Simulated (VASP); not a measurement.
A run of VASP 6.6.1 is set up as follows.

POSCAR

```
SiC
1.0
    0.0000000000      2.2870522348      2.2325986101
    2.2870522348      0.0000000000      2.2325986101
    2.2870522348      2.2870522348      0.0000000000
Si C
1 1
Direct
    0.0000000000      0.0000000000      0.0000000000
    0.7500000000      0.7500000000      0.7500000000
```

File INCAR.step1:

```
  PREC = Accurate
  ENCUT = 520
  ISMEAR = 0
  SIGMA = 0.05
  LREAL = False
  LASPH = True
  NELM = 60
  NBANDS = 11
  GGA = PE
  ALGO = Normal
  EDIFF = 1E-4
  LWAVE = True
  LCHARG = False
```

File INCAR.step2:

```
  PREC = Accurate
  ENCUT = 520
  EDIFF = 1E-6
  ISMEAR = 0
  SIGMA = 0.05
  LREAL = False
  LASPH = True
  NELM = 60
  ALGO = Normal
  ISIF = 2
  LWAVE = False
  LCHARG = False
  METAGGA = R2SCAN
  LMIXTAU = True
  NBANDS = 11
  ISTART = 1
```

File KPOINTS:

```
regular mesh
0
Gamma
  10 10 10
```

Potentials or basis: VASP PAW PBE potentials, release 64 (Si, C).

Launch:

```sh
$ cat potpaw_PBE.64/Si/POTCAR potpaw_PBE.64/C/POTCAR > POTCAR
$ cp INCAR.step1 INCAR
$ mpirun -np 1 vasp_std > vasp.out
$ cp INCAR.step2 INCAR
$ mpirun -np 1 vasp_std > vasp.out
```

Q: Estimate the band gap on the k mesh.

A: 1.55 eV, indirect (least direct gap 4.86 eV).

Q: What does it give for the pressure?

A: -21.9 GPa.

Stress tensor (GPa, compression positive):
```
-24.00   0.00   0.00
  0.00 -24.00   0.00
  0.00   0.00 -17.83
```

Caveat: the cell differs from its parent crystal (strain +0.050 along x and y, +0.025 along z); the PAW data sets were made with another functional, which shifts forces and pressure a little. A k mesh can miss the band edges.
